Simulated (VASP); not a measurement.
# Ba (P4/mmm) in VASP: a series of runs

Runs on Ba. Level: LDA. Tasks: single point.

Everything below comes from runs of VASP 6.6.1. Logs are shortened: lines on timing, memory, paths and dates and some standing lists are left out, and cuts for length are marked.

## Step 1: The cell of the first run

It takes space group P4/mmm (No. 123, tetragonal). The conventional cell has a = 3.918 Å, b = 3.918 Å, c = 4.035 Å, α = 90.00°, β = 90.00°, γ = 90.00°. Ba (site symmetry 4/mmm) has 6 Ba at 3.92 to 4.04 Å within 5.1 Å.

## Step 2: Single point, LDA (strain +0.000 along x and y, +0.030 along z)

Input file INCAR:

```
SYSTEM = Ba
PREC = Accurate
ENCUT = 520
EDIFF = 1E-6
ISMEAR = 0
SIGMA = 0.15
LREAL = .False.
LASPH = .True.
NELM = 80
ALGO = Normal
ISIF = 2
LWAVE = .False.
LCHARG = .False.
NBANDS = 11
```

Input file KPOINTS:

```
Automatic mesh
0
Gamma
  12 12 12
  0 0 0
```

Input file POSCAR:

```
Ba
1.0
    3.9177175405      0.0000000000      0.0000000000
    0.0000000000      3.9177175405      0.0000000000
    0.0000000000      0.0000000000      4.0352490667
Ba
1
Direct
    0.0000000000      0.0000000000      0.0000000000
```

Potentials or basis: VASP PAW LDA potentials, release 64 (Ba_sv).

Run with:

```bash
$ cat potpaw_LDA.64/Ba_sv/POTCAR > POTCAR
$ mpirun -np 1 vasp_std > vasp.out
```

OUTCAR:

```text
SYSTEM = Ba
   PREC = Accurate
   ENCUT = 520
   EDIFF = 1E-6
   ISMEAR = 0
   LREAL = .False.
   LASPH = .True.
   NELM = 80
   ISIF = 2

 ion  position               nearest neighbor table
   1  0.000  0.000  0.000-

  LATTYP: Found a simple tetragonal cell.
 ALAT       =     3.9177175405
 C/A-ratio  =     1.0300000000

  Lattice vectors:

 A1 = (   3.9177175405,   0.0000000000,   0.0000000000)
 A2 = (   0.0000000000,   3.9177175405,   0.0000000000)
 A3 = (   0.0000000000,   0.0000000000,   4.0352490667)

Analysis of symmetry for initial positions (statically):
=====================================================================
 Subroutine PRICEL returns:
 Original cell was already a primitive cell.

 Routine SETGRP: Setting up the symmetry group for a
 simple tetragonal supercell.

 Subroutine GETGRP returns: Found 16 space group operations
 (whereof 16 operations were pure point group operations)
 out of a pool of 16 trial point group operations.

The static configuration has the point symmetry D_4h.

Analysis of symmetry for dynamics (positions and initial velocities):
=====================================================================
 Subroutine PRICEL returns:
 Original cell was already a primitive cell.

 Routine SETGRP: Setting up the symmetry group for a
 simple tetragonal supercell.

 Subroutine GETGRP returns: Found 16 space group operations
 (whereof 16 operations were pure point group operations)
 out of a pool of 16 trial point group operations.

The dynamic configuration has the point symmetry D_4h.

 Subroutine INISYM returns: Found 16 space group operations
 (whereof 16 operations are pure point group operations),
 and found     1 'primitive' translations

----------------------------------------------------------------------------------------

                                     Primitive cell

  volume of cell :      61.9351

  direct lattice vectors                    reciprocal lattice vectors
     3.917717540  0.000000000  0.000000000     0.255250663  0.000000000  0.000000000
     0.000000000  3.917717540  0.000000000     0.000000000  0.255250663  0.000000000
     0.000000000  0.000000000  4.035249067     0.000000000  0.000000000  0.247816178

  length of vectors
     3.917717540  3.917717540  4.035249067     0.255250663  0.255250663  0.247816178

  position of ions in fractional coordinates (direct lattice)
     0.000000000  0.000000000  0.000000000

  ion indices of the primitive-cell ions
   primitive index   ion index
                 1           1

----------------------------------------------------------------------------------------

[... 80 lines left out ...]
   NELECT =      10.0000    total number of electrons
   NUPDOWN=      -1.0000    fix difference up-down
   EMIN   =  10.00;   EMAX   =-10.00  energy-range for DOS
   EFERMI =   0.00;   METHOD = LEGACY
   ISMEAR =     0;   SIGMA  =   0.15  broadening in eV -4-tet -1-fermi 0-gaus
   EFERMI_NEDOS =   21; number of points for ismear=-14 and -15
   IALGO  =     38    algorithm
   IMIX   =      4    mixing-type and parameters
     AMIX     =   0.40;   BMIX     =  1.00
     AMIX_MAG =   1.60;   BMIX_MAG =  1.00
  volume/ion in A,a.u.               =      61.94       417.96
  Fermi-wavevector in a.u.,A,eV,Ry     =   0.891448  1.684592 10.812269  0.794679
  Thomas-Fermi vector in A             =   2.013269
   LORBIT       =      0    0 simple, 1 ext, 2 COOP (PROOUT), +10 PAW based schemes
   GGA     = CA    functional components
   LHFCALC =     F    Hartree Fock is set to
   AEXX    =    0.0000 exact exchange contribution
   IVDW    =     0    specifies the selected vdW correction
   LEPSILON=     F    determine dielectric tensor
   LRPA    =     F    only Hartree local field effects (RPA)
 non-spin polarized calculation
 Gauss-broadening in eV      SIGMA  =   0.15
  energy-cutoff  :      520.00
  volume of cell :       61.94
 maximum number of plane-waves:      1690
 NGX is ok and might be reduce to    30
   NGX = 15   NGY = 15   NGZ = 15

 number of electron      10.0000000 magnetization

 Free energy of the ion-electron system (eV)
  ---------------------------------------------------
  ext. energy  EPLUGINS =         0.00000000
  ---------------------------------------------------
  free energy    TOTEN  =        -1.92267364 eV

  energy without entropy =       -1.91358694  energy(sigma->0) =       -1.91813029

 E-fermi :   1.3941     XC(G=0):  -7.6513

 val. band max:        1.3880563531   @ k =   0.0000   0.0000   0.0833
 cond. band min:       1.4025317227   @ k =   0.0833   0.0000   0.0000
 fundamental gap:      0.0144753697
 Fermi energy:         1.3941031055

 k-point     1 :       0.0000    0.0000    0.0000
  band No.  band energies     occupation
      1     -27.6590      2.00000
      2     -12.5557      2.00000
      3     -12.4784      2.00000
      4     -12.4784      2.00000
      5      -1.1826      2.00000
      6       1.3601      1.25123
      7       1.3727      1.15996
      8       6.1830      0.00000
      9       6.1830      0.00000
     10       6.3777      0.00000
     11       8.6610      0.00000
[... 309 lines left out ...]
 k-point    24 :       0.4167    0.3333    0.0000
  band No.  band energies     occupation
      1     -27.5490      2.00000
      2     -13.1250      2.00000
      3     -12.9771      2.00000
      4     -12.4316      2.00000
      5       0.8159      2.00000
      6       1.7567      0.00063
      7       3.9392      0.00000
      8       4.2468      0.00000
      9       4.4838      0.00000
     10       4.6644      0.00000
     11       7.7680      0.00000

 [... further k-points ...]

------------------------ aborting loop because EDIFF is reached ----------------------------------------

  FORCE on cell =-STRESS in cart. coord.  units (eV):
  Direction    XX          YY          ZZ          XY          YZ          ZX
  --------------------------------------------------------------------------------------
  -------------------------------------------------------------------------------------
  Total       -0.3727333     -0.3727333     -0.6555875      0.0000000      0.0000000      0.0000000
  in kB       -9.6421122     -9.6421122    -16.9591716      0.0000000      0.0000000      0.0000000
  external PRESSURE =     -12.0811320 kB  Pullay stress =       0.0000000 kB

 VOLUME and BASIS-vectors are now :
 -----------------------------------------------------------------------------
  energy-cutoff  :      520.00
  volume of cell :       61.94
      direct lattice vectors                 reciprocal lattice vectors
     3.917717540  0.000000000  0.000000000     0.255250663  0.000000000  0.000000000
     0.000000000  3.917717540  0.000000000     0.000000000  0.255250663  0.000000000
     0.000000000  0.000000000  4.035249067     0.000000000  0.000000000  0.247816178

 POSITION                                       TOTAL-FORCE (eV/Angst)
 -----------------------------------------------------------------------------------
      0.00000      0.00000      0.00000         0.000000      0.000000      0.000000
 -----------------------------------------------------------------------------------
    total drift:                                0.000000      0.000000     -0.000000

  FREE ENERGIE OF THE ION-ELECTRON SYSTEM (eV)
  ---------------------------------------------------
  free  energy   TOTEN  =        -1.9226736367 eV

  energy  without entropy=       -1.9135869355  energy(sigma->0) =       -1.91813029
```

OSZICAR:

```text
N       E                     dE             d eps       ncg     rms          rms(c)
DAV:   1     0.546882402832E+02    0.54688E+02   -0.43334E+03  4312   0.758E+02
DAV:   2     0.850082013080E+00   -0.53838E+02   -0.52358E+02  5146   0.136E+02
DAV:   3    -0.183352859038E+01   -0.26836E+01   -0.26652E+01  5533   0.316E+01
DAV:   4    -0.193036588781E+01   -0.96837E-01   -0.96681E-01  5776   0.523E+00
DAV:   5    -0.193286737970E+01   -0.25015E-02   -0.25012E-02  5881   0.692E-01    0.194E+00
DAV:   6    -0.192638320699E+01    0.64842E-02   -0.70750E-03  6193   0.657E-01    0.112E+00
DAV:   7    -0.192265067956E+01    0.37325E-02   -0.11086E-02  6287   0.840E-01    0.583E-02
DAV:   8    -0.192267453303E+01   -0.23853E-04   -0.24132E-04  5723   0.839E-02    0.149E-02
DAV:   9    -0.192267411059E+01    0.42244E-06   -0.10141E-05  5859   0.178E-02    0.329E-03
DAV:  10    -0.192267363669E+01    0.47390E-06   -0.19240E-06  4094   0.563E-03
   1 F= -.19226736E+01 E0= -.19181303E+01  d E =-.908670E-02
```

It took 29 s on 1 thread of Intel Xeon 6975P-C (Granite Rapids), shared host; peak memory 0.24 GiB.

Results:

- Free energy: -1.9227 eV
- Pressure: -1.2 GPa
- Band gap on the k mesh: zero (bands 5 and 6 overlap by 0.20 eV)

Levels at points of the mesh, in eV from the Fermi level:
```csv
k point,band 1,band 2,band 3,band 4,band 5,band 6,band 7,band 8,band 9,band 10
"(0.00, 0.00, 0.00)",-29.05,-13.95,-13.87,-13.87,-2.58,-0.03,-0.02,4.79,4.79,4.98
"(0.50, 0.00, 0.00)",-28.99,-14.65,-13.87,-13.80,-0.72,0.57,0.94,2.38,2.67,5.07
"(0.50, 0.50, 0.00)",-28.92,-14.54,-14.54,-13.80,-0.98,0.71,2.91,2.91,3.49,3.49
"(0.00, 0.00, 0.50)",-29.01,-14.57,-13.82,-13.82,-0.86,0.44,0.80,2.77,2.77,5.20
"(0.50, 0.00, 0.50)",-28.94,-14.56,-14.45,-13.75,-0.93,0.53,3.09,3.28,3.32,3.36
"(0.50, 0.50, 0.50)",-28.88,-14.46,-14.46,-14.35,-0.16,0.04,0.04,4.08,6.34,6.44
```

Caveat: the cell differs from its parent crystal (strain +0.000 along x and y, +0.030 along z); spin-orbit coupling is left out, which moves the levels of the heavy elements.

## Step 3: Single point, LDA (strain +0.030 along x and y, -0.030 along z)

INCAR: that of step 2 with these lines changed.

```diff
@@ -8,4 +8,4 @@
 LASPH = .True.
-NELM = 80
-ALGO = Normal
+NELM = 100
+ALGO = Fast
 ISIF = 2
@@ -13,2 +13,3 @@
 LCHARG = .False.
+GGA = CA
 NBANDS = 11
```

KPOINTS is that of step 2.

Input file POSCAR:

```
Ba
1.0
    4.0352490667      0.0000000000      0.0000000000
    0.0000000000      4.0352490667      0.0000000000
    0.0000000000      0.0000000000      3.8001860143
Ba
1
Direct
    0.0000000000      0.0000000000      0.0000000000
```

Potentials or basis: VASP PAW LDA potentials, release 64 (Ba_sv).

Run with:

```bash
$ cat potpaw_LDA.64/Ba_sv/POTCAR > POTCAR
$ mpirun -np 1 vasp_std > vasp.out
```

Run time: 37 s. Hardware: 1 thread of Intel Xeon 6975P-C (Granite Rapids), shared host; peak memory 0.24 GiB.

The run converged. Its results:

```yaml
Free_energy: -1.9132 eV
Pressure: -1.2 GPa
Band_gap_on_the_k_mesh: zero (bands 5 and 6 overlap by 0.32 eV)
```

Stress tensor (GPa, compression positive):
```
-1.75  0.00  0.00
 0.00 -1.75  0.00
 0.00  0.00 -0.06
```

Levels at points of the mesh, in eV from the Fermi level:
| k point | band 1 | band 2 | band 3 | band 4 | band 5 | band 6 | band 7 | band 8 | band 9 | band 10 |
| --- | --- | --- | --- | --- | --- | --- | --- | --- | --- | --- |
| (0.00, 0.00, 0.00) | -29.04 | -13.94 | -13.94 | -13.77 | -2.56 | -0.04 | -0.01 | 4.60 | 5.03 | 5.03 |
| (0.50, 0.00, 0.00) | -29.00 | -14.56 | -13.88 | -13.72 | -0.84 | 0.44 | 0.82 | 2.49 | 3.10 | 5.25 |
| (0.50, 0.50, 0.00) | -28.95 | -14.47 | -14.47 | -13.67 | -0.88 | 0.37 | 3.21 | 3.21 | 3.50 | 3.50 |
| (0.00, 0.00, 0.50) | -28.95 | -14.75 | -13.84 | -13.84 | -0.55 | 0.72 | 1.10 | 2.27 | 2.27 | 4.96 |
| (0.50, 0.00, 0.50) | -28.91 | -14.66 | -14.41 | -13.79 | -0.98 | 0.74 | 2.71 | 3.12 | 3.48 | 3.55 |
| (0.50, 0.50, 0.50) | -28.86 | -14.58 | -14.33 | -14.33 | -0.15 | -0.15 | 0.25 | 4.10 | 6.26 | 6.46 |

Caveat: the cell differs from its parent crystal (strain +0.030 along x and y, -0.030 along z); spin-orbit coupling is left out, which moves the levels of the heavy elements.

## Step 4: Single point, LDA (strain +0.015 along x and y, +0.000 along z)

Input file INCAR:

```
PREC = Accurate
ENCUT = 520
EDIFF = 1E-6
ISMEAR = 0
SIGMA = 0.15
LREAL = False
LASPH = True
NELM = 80
ALGO = Normal
ISIF = 2
LWAVE = False
LCHARG = False
GGA = CA
NBANDS = 11
```

Input file KPOINTS:

```
regular mesh
0
Gamma
  12 12 12
```

Input file POSCAR:

```
Ba
1.0
    3.9764833036      0.0000000000      0.0000000000
    0.0000000000      3.9764833036      0.0000000000
    0.0000000000      0.0000000000      3.9177175405
Ba
1
Direct
    0.0000000000      0.0000000000      0.0000000000
```

Run with:

```bash
$ cat potpaw_LDA.64/Ba_sv/POTCAR > POTCAR
$ mpirun -np 1 vasp_std > vasp.out
```

Run time: 30 s. Hardware: 1 thread of Intel Xeon 6975P-C (Granite Rapids), shared host; peak memory 0.24 GiB.

The run converged. Its results:

```yaml
Free_energy: -1.9246 eV
Pressure: -1.2 GPa
Band_gap_on_the_k_mesh: zero (bands 5 and 6 overlap by 0.21 eV)
```

Stress tensor (GPa, compression positive):
```
-1.35  0.00  0.00
 0.00 -1.35  0.00
 0.00  0.00 -0.96
```

Levels at points of the mesh, in eV from the Fermi level:
```
           k point  band 3  band 4  band 5  band 6  band 7  band 8
(0.00, 0.00, 0.00)  -13.91  -13.87   -2.58   -0.03   -0.02    4.78
(0.50, 0.00, 0.00)  -13.85  -13.81   -0.79    0.50    0.87    2.57
(0.50, 0.50, 0.00)  -14.51  -13.75   -0.93    0.53    3.18    3.18
(0.00, 0.00, 0.50)  -13.84  -13.84   -0.72    0.57    0.94    2.52
(0.50, 0.00, 0.50)  -14.49  -13.78   -0.96    0.62    2.99    3.09
(0.50, 0.50, 0.50)  -14.40  -14.40   -0.06   -0.06    0.04    4.07
```

Caveat: the cell differs from its parent crystal (strain +0.015 along x and y, +0.000 along z); spin-orbit coupling is left out, which moves the levels of the heavy elements.

## Step 5: Single point, LDA (strain +0.030 along x and y, +0.000 along z)

Input file INCAR:

```
SYSTEM = Ba
ALGO = Normal
EDIFF = 1E-6
ENCUT = 520
GGA = CA
ISIF = 2
ISMEAR = 0
LASPH = .True.
LCHARG = .False.
LREAL = .False.
LWAVE = .False.
NBANDS = 11
NELM = 60
PREC = Accurate
SIGMA = 0.15
```

Input file KPOINTS:

```
k-points
0
Gamma
  12 12 12
  0 0 0
```

Input file POSCAR:

```
Ba
1.0
    4.0352490667      0.0000000000      0.0000000000
    0.0000000000      4.0352490667      0.0000000000
    0.0000000000      0.0000000000      3.9177175405
Ba
1
Direct
    0.0000000000      0.0000000000      0.0000000000
```

Potentials or basis: VASP PAW LDA potentials, release 64 (Ba_sv).

Run with:

```bash
$ cat potpaw_LDA.64/Ba_sv/POTCAR > POTCAR
$ mpirun -np 1 vasp_std > vasp.out
```

OUTCAR:

```text
SYSTEM = Ba
   EDIFF = 1E-6
   ENCUT = 520
   GGA = CA
   ISIF = 2
   ISMEAR = 0
   LASPH = .True.
   LREAL = .False.
   NELM = 60
   PREC = Accurate

 ion  position               nearest neighbor table
   1  0.000  0.000  0.000-

  LATTYP: Found a simple tetragonal cell.
 ALAT       =     4.0352490667
 C/A-ratio  =     0.9708737864

  Lattice vectors:

 A1 = (   4.0352490667,   0.0000000000,   0.0000000000)
[... 513 lines left out ...]
      8       4.0814      0.00000
      9       4.4608      0.00000
     10       4.8118      0.00000
     11       7.3498      0.00000

 [... further k-points ...]

------------------------ aborting loop because EDIFF is reached ----------------------------------------

  FORCE on cell =-STRESS in cart. coord.  units (eV):
  Direction    XX          YY          ZZ          XY          YZ          ZX
  --------------------------------------------------------------------------------------
  -------------------------------------------------------------------------------------
  Total       -0.6282328     -0.6282328     -0.3482656      0.0000000      0.0000000      0.0000000
  in kB      -15.7781961    -15.7781961     -8.7467621      0.0000000      0.0000000      0.0000000
  external PRESSURE =     -13.4343847 kB  Pullay stress =       0.0000000 kB

 VOLUME and BASIS-vectors are now :
 -----------------------------------------------------------------------------
  energy-cutoff  :      520.00
  volume of cell :       63.79
      direct lattice vectors                 reciprocal lattice vectors
     4.035249067  0.000000000  0.000000000     0.247816178  0.000000000  0.000000000
     0.000000000  4.035249067  0.000000000     0.000000000  0.247816178  0.000000000
     0.000000000  0.000000000  3.917717540     0.000000000  0.000000000  0.255250663

 POSITION                                       TOTAL-FORCE (eV/Angst)
 -----------------------------------------------------------------------------------
      0.00000      0.00000      0.00000         0.000000      0.000000      0.000000
 -----------------------------------------------------------------------------------
    total drift:                                0.000000      0.000000     -0.000000

  FREE ENERGIE OF THE ION-ELECTRON SYSTEM (eV)
  ---------------------------------------------------
  free  energy   TOTEN  =        -1.9076968321 eV

  energy  without entropy=       -1.8978330166  energy(sigma->0) =       -1.90276492
```

stdout:

```text
POSCAR found type information on POSCAR Ba
 POSCAR found :  1 types and       1 ions
 scaLAPACK will be used
 LDA part: xc-table for (Slater(with rela. corr.)+CA(PZ))
 , standard interpolation
 POSCAR, INCAR and KPOINTS ok, starting setup
 FFT: planning ... GRIDC
 FFT: planning ... GRID_SOFT
 FFT: planning ... GRID
 WAVECAR not read
 entering main loop
```

Run time: 33 s. Hardware: 1 thread of Intel Xeon 6975P-C (Granite Rapids), shared host; peak memory 0.25 GiB.

Results:

| Property | Result |
| --- | --- |
| Free energy | -1.9077 eV |
| Pressure | -1.3 GPa |
| Band gap on the k mesh | zero (bands 5 and 6 overlap by 0.24 eV) |

Caveat: the cell differs from its parent crystal (strain +0.030 along x and y, +0.000 along z); spin-orbit coupling is left out, which moves the levels of the heavy elements.

## Step 6: Overview

```csv
cell,gap on the mesh (eV),pressure (GPa)
"a = 3.918, b = 3.918, c = 4.035 Å, 1 atom",none,-1.2
"a = 4.035, b = 4.035, c = 3.800 Å, 1 atom",none,-1.2
"a = 3.976, b = 3.976, c = 3.918 Å, 1 atom",none,-1.2
"a = 4.035, b = 4.035, c = 3.918 Å, 1 atom",none,-1.3
```

Alike in all rows: task single point; level LDA; potentials or basis VASP PAW LDA potentials, release 64 (Ba_sv); no spin polarisation; k mesh 12 × 12 × 12; cutoff (eV) 520; smearing gaussian 0.15 eV.

Caveats: spin-orbit coupling is left out, which moves the levels of the heavy elements.

Absolute energies hang on the potentials; compare differences alone.
